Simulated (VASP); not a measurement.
# MgO (CsCl type) (Pm-3m) in VASP: notebook, part 2 of 2

VASP 6.6.1.

## Step 4: Single point, PBEsol (volume scaled by 0.99)

INCAR reads:

```
SYSTEM = MgO
ALGO = Normal
EDIFF = 1E-6
ENCUT = 600
GGA = PS
GGA_COMPAT = .False.
ISIF = 2
ISMEAR = 0
LASPH = .True.
LCHARG = .True.
LELF = .True.
LREAL = .False.
LVHAR = .True.
LWAVE = .False.
NBANDS = 11
NELM = 120
PREC = Accurate
SIGMA = 0.01
```

KPOINTS reads:

```
k-points
0
Gamma
  12 12 12
  0 0 0
```

POSCAR reads:

```
MgO
1.0
    2.0929765362      0.0000000000      0.0000000000
    0.0000000000      2.0929765362      0.0000000000
    0.0000000000      0.0000000000      2.0929765362
Mg O
1 1
Direct
    0.0000000000      0.0000000000      0.0000000000
    0.5000000000      0.5000000000      0.5000000000
```

Command:

```sh
> cat potpaw_PBE.64/Mg/POTCAR potpaw_PBE.64/O/POTCAR > POTCAR
> mpirun -np 1 vasp_std > vasp.out
```

Wall time 6.9 s (1 thread of Intel Xeon 6975P-C (Granite Rapids), shared host); peak memory 0.12 GiB.

It converged, with:

| Property | Result |
| --- | --- |
| Free energy | -4.3940 eV |
| Pressure | 424.6 GPa |
| Band gap on the k mesh | 7.29 eV, direct |

Levels at points of the mesh, in eV from the valence-band top:
```tsv
k point	band 1	band 2	band 3	band 4	band 5	band 6	band 7	band 8	band 9
(0.00, 0.00, 0.00)	-25.21	-1.99	-1.99	-1.99	10.40	10.40	13.05	34.85	34.85
(0.50, 0.00, 0.00)	-21.60	-12.18	-1.51	-1.51	15.72	17.58	19.47	20.60	26.91
(0.50, 0.50, 0.00)	-19.64	-9.17	-9.17	0.00	7.29	20.14	21.91	21.91	24.50
(0.50, 0.50, 0.50)	-16.33	-8.59	-8.59	-8.59	11.11	11.11	11.11	30.13	30.13
```

Caveat: the PAW data sets were made with another functional, which shifts forces and pressure a little. A k mesh can miss the band edges.

## Step 5: Single point, PBEsol (volume scaled by 0.95)

INCAR reads:

```
PREC = Accurate
ENCUT = 600
EDIFF = 1E-6
ISMEAR = 0
SIGMA = 0.01
LREAL = False
LASPH = True
NELM = 120
ALGO = Normal
ISIF = 2
LWAVE = False
LCHARG = False
GGA = PS
NBANDS = 11
GGA_COMPAT = False
```

KPOINTS reads:

```
Automatic mesh
0
Gamma
  12 12 12
```

POSCAR reads:

```
MgO
1.0
    2.0643999022      0.0000000000      0.0000000000
    0.0000000000      2.0643999022      0.0000000000
    0.0000000000      0.0000000000      2.0643999022
Mg O
1 1
Direct
    0.0000000000      0.0000000000      0.0000000000
    0.5000000000      0.5000000000      0.5000000000
```

Potentials or basis: VASP PAW PBE potentials, release 64 (Mg, O).

Command:

```sh
> cat potpaw_PBE.64/Mg/POTCAR potpaw_PBE.64/O/POTCAR > POTCAR
> mpirun -np 1 vasp_std > vasp.out
```

OUTCAR:

```text
PREC = Accurate
   ENCUT = 600
   EDIFF = 1E-6
   ISMEAR = 0
   LREAL = False
   LASPH = True
   NELM = 120
   ISIF = 2
   GGA = PS

 ion  position               nearest neighbor table
   1  0.000  0.000  0.000-   2 1.79   2 1.79   2 1.79   2 1.79   2 1.79   2 1.79   2 1.79   2 1.79

   2  0.500  0.500  0.500-   1 1.79   1 1.79   1 1.79   1 1.79   1 1.79   1 1.79   1 1.79   1 1.79

  LATTYP: Found a simple cubic cell.
 ALAT       =     2.0643999022

  Lattice vectors:

 A1 = (   2.0643999022,   0.0000000000,   0.0000000000)
 A2 = (   0.0000000000,   2.0643999022,   0.0000000000)
 A3 = (   0.0000000000,   0.0000000000,   2.0643999022)

Analysis of symmetry for initial positions (statically):
=====================================================================
 Subroutine PRICEL returns:
 Original cell was already a primitive cell.

 Routine SETGRP: Setting up the symmetry group for a
 simple cubic supercell.

 Subroutine GETGRP returns: Found 48 space group operations
 (whereof 48 operations were pure point group operations)
 out of a pool of 48 trial point group operations.

The static configuration has the point symmetry O_h .

Analysis of symmetry for dynamics (positions and initial velocities):
=====================================================================
 Subroutine PRICEL returns:
 Original cell was already a primitive cell.

 Routine SETGRP: Setting up the symmetry group for a
 simple cubic supercell.

 Subroutine GETGRP returns: Found 48 space group operations
 (whereof 48 operations were pure point group operations)
 out of a pool of 48 trial point group operations.

The dynamic configuration has the point symmetry O_h .

 Subroutine INISYM returns: Found 48 space group operations
 (whereof 48 operations are pure point group operations),
 and found     1 'primitive' translations

[... 120 lines left out ...]
   LHFCALC =     F    Hartree Fock is set to
   AEXX    =    0.0000 exact exchange contribution
   IVDW    =     0    specifies the selected vdW correction
   LEPSILON=     F    determine dielectric tensor
   LRPA    =     F    only Hartree local field effects (RPA)
 non-spin polarized calculation
 Gauss-broadening in eV      SIGMA  =   0.01
  energy-cutoff  :      600.00
  volume of cell :        8.80
 maximum number of plane-waves:       308
   NGX =  9   NGY =  9   NGZ =  9

 number of electron       8.0000008 magnetization

 Free energy of the ion-electron system (eV)
  ---------------------------------------------------
  ext. energy  EPLUGINS =         0.00000000
  ---------------------------------------------------
  free energy    TOTEN  =        -3.33575901 eV

  energy without entropy =       -3.33575901  energy(sigma->0) =       -3.33575901

 E-fermi :  14.8089     XC(G=0): -15.5673

 val. band max:       14.6639049663   @ k =   0.5000   0.5000   0.0000
 cond. band min:      22.1023780774   @ k =   0.5000   0.5000   0.0000
 fundamental gap:      7.4384731110
 Fermi energy:        14.8088505262

 k-point     1 :       0.0000    0.0000    0.0000
  band No.  band energies     occupation
      1     -11.0668      2.00000
      2      12.6080      2.00000
      3      12.6080      2.00000
      4      12.6080      2.00000
      5      24.9732      0.00000
      6      24.9732      0.00000
      7      28.7024      0.00000
      8      50.6102      0.00000
      9      50.6102      0.00000
     10      50.6102      0.00000
     11      53.2252      0.00000
[... 309 lines left out ...]
 k-point    24 :       0.4167    0.3333    0.0000
  band No.  band energies     occupation
      1      -6.1612      2.00000
      2       4.7920      2.00000
      3       6.7558      2.00000
      4      14.1260      2.00000
      5      24.7672      0.00000
      6      33.4415      0.00000
      7      36.3772      0.00000
      8      38.8352      0.00000
      9      40.4867      0.00000
     10      41.6322      0.00000
     11      50.3027      0.00000

 [... further k-points ...]

------------------------ aborting loop because EDIFF is reached ----------------------------------------

  FORCE on cell =-STRESS in cart. coord.  units (eV):
  Direction    XX          YY          ZZ          XY          YZ          ZX
  --------------------------------------------------------------------------------------
  -------------------------------------------------------------------------------------
  Total       26.9230761     26.9230761     26.9230761      0.0000000      0.0000000      0.0000000
  in kB     4902.9083148   4902.9083148   4902.9083148      0.0000000      0.0000000      0.0000000
  external PRESSURE =    4902.9083148 kB  Pullay stress =       0.0000000 kB

 VOLUME and BASIS-vectors are now :
 -----------------------------------------------------------------------------
  energy-cutoff  :      600.00
  volume of cell :        8.80
      direct lattice vectors                 reciprocal lattice vectors
     2.064399902  0.000000000  0.000000000     0.484402271  0.000000000  0.000000000
     0.000000000  2.064399902  0.000000000     0.000000000  0.484402271  0.000000000
     0.000000000  0.000000000  2.064399902     0.000000000  0.000000000  0.484402271

 POSITION                                       TOTAL-FORCE (eV/Angst)
 -----------------------------------------------------------------------------------
      0.00000      0.00000      0.00000         0.000000      0.000000      0.000000
      1.03220      1.03220      1.03220         0.000000      0.000000      0.000000
 -----------------------------------------------------------------------------------
    total drift:                                0.000000      0.000000      0.000000

  FREE ENERGIE OF THE ION-ELECTRON SYSTEM (eV)
  ---------------------------------------------------
  free  energy   TOTEN  =        -3.3357590138 eV

  energy  without entropy=       -3.3357590138  energy(sigma->0) =       -3.33575901
```

stdout:

```text
POSCAR found type information on POSCAR MgO
 POSCAR found :  2 types and       2 ions
 scaLAPACK will be used
 -----------------------------------------------------------------------------
|                                                                             |
|                                                                             |
|     You enforced a specific xc type in the INCAR file but a different       |
|     I HOPE YOU KNOW WHAT YOU ARE DOING!                                     |
|                                                                             |
 -----------------------------------------------------------------------------

 LDA part: xc-table for (Slater+PW92), standard interpolation
 POSCAR, INCAR and KPOINTS ok, starting setup
 FFT: planning ... GRIDC
 FFT: planning ... GRID_SOFT
 FFT: planning ... GRID
 WAVECAR not read
 entering main loop
```

Wall time 3.8 s (1 thread of Intel Xeon 6975P-C (Granite Rapids), shared host); peak memory 0.12 GiB.

Results:

| Item | Value |
| --- | --- |
| Free energy | -3.3358 eV |
| Pressure | 490.3 GPa |
| Band gap on the k mesh | 7.44 eV, direct |

Caveat: the PAW data sets were made with another functional, which shifts forces and pressure a little. A k mesh can miss the band edges.

## Step 6: Single point, PBEsol (volume scaled by 1.1)

INCAR reads:

```
PREC     = Accurate       # precision mode
ENCUT    = 600            # plane-wave cutoff, eV
EDIFF    = 1E-6           # SCF threshold, eV
ISMEAR   = 0              # smearing method
SIGMA    = 0.01           # smearing width, eV
LREAL    = F              # projectors in reciprocal space
LASPH    = T              # aspherical terms in the spheres
NELM     = 120            # most SCF steps
ALGO     = Normal         # electronic algorithm
ISIF     = 2              # what is computed and relaxed
LWAVE    = F              # write WAVECAR
LCHARG   = F              # write CHGCAR
GGA      = PS             # functional
NBANDS   = 11             # bands
GGA_COMPAT= F
```

KPOINTS is that of step 5.

POSCAR reads:

```
MgO
1.0
    2.1677882425      0.0000000000      0.0000000000
    0.0000000000      2.1677882425      0.0000000000
    0.0000000000      0.0000000000      2.1677882425
Mg O
1 1
Direct
    0.0000000000      0.0000000000      0.0000000000
    0.5000000000      0.5000000000      0.5000000000
```

Potentials or basis: VASP PAW PBE potentials, release 64 (Mg, O).

Command:

```sh
> cat potpaw_PBE.64/Mg/POTCAR potpaw_PBE.64/O/POTCAR > POTCAR
> mpirun -np 1 vasp_std > vasp.out
```

Run time: 5.4 s. Hardware: 1 thread of Intel Xeon 6975P-C (Granite Rapids), shared host; peak memory 0.13 GiB.

Results (log left out):

| Quantity | Value |
| --- | --- |
| Free energy | -6.6383 eV |
| Pressure | 288.7 GPa |
| Band gap on the k mesh | 6.90 eV, direct |

Levels at points of the mesh, in eV from the valence-band top:
| k point | band 1 | band 2 | band 3 | band 4 | band 5 | band 6 | band 7 | band 8 | band 9 |
| --- | --- | --- | --- | --- | --- | --- | --- | --- | --- |
| (0.00, 0.00, 0.00) | -23.94 | -1.82 | -1.82 | -1.82 | 10.56 | 10.56 | 10.75 | 32.13 | 32.13 |
| (0.50, 0.00, 0.00) | -20.80 | -11.15 | -1.30 | -1.30 | 13.93 | 17.18 | 17.50 | 20.15 | 25.36 |
| (0.50, 0.50, 0.00) | -18.94 | -8.39 | -8.39 | 0.00 | 6.90 | 18.86 | 20.03 | 20.03 | 23.69 |
| (0.50, 0.50, 0.50) | -16.20 | -7.57 | -7.57 | -7.57 | 10.38 | 10.38 | 10.38 | 27.98 | 27.98 |

Caveat: the PAW data sets were made with another functional, which shifts forces and pressure a little. A k mesh can miss the band edges.

## Step 7: The runs side by side

| cell | gap on the mesh (eV) | pressure (GPa) |
| --- | --- | --- |
| a = 2.035 Å, 2 atoms | 7.60 | 567.7 |
| a = 2.093 Å, 2 atoms | 7.29 | 424.6 |
| a = 2.064 Å, 2 atoms | 7.44 | 490.3 |
| a = 2.168 Å, 2 atoms | 6.90 | 288.7 |

Alike in all rows: task single point; level PBEsol; potentials or basis VASP PAW PBE potentials, release 64 (Mg, O); no spin polarisation; k mesh 12 × 12 × 12; cutoff (eV) 600; smearing gaussian 0.01 eV.

Caveats: the PAW data sets were made with another functional, which shifts forces and pressure a little.

Absolute energies hang on the potentials; compare differences alone.
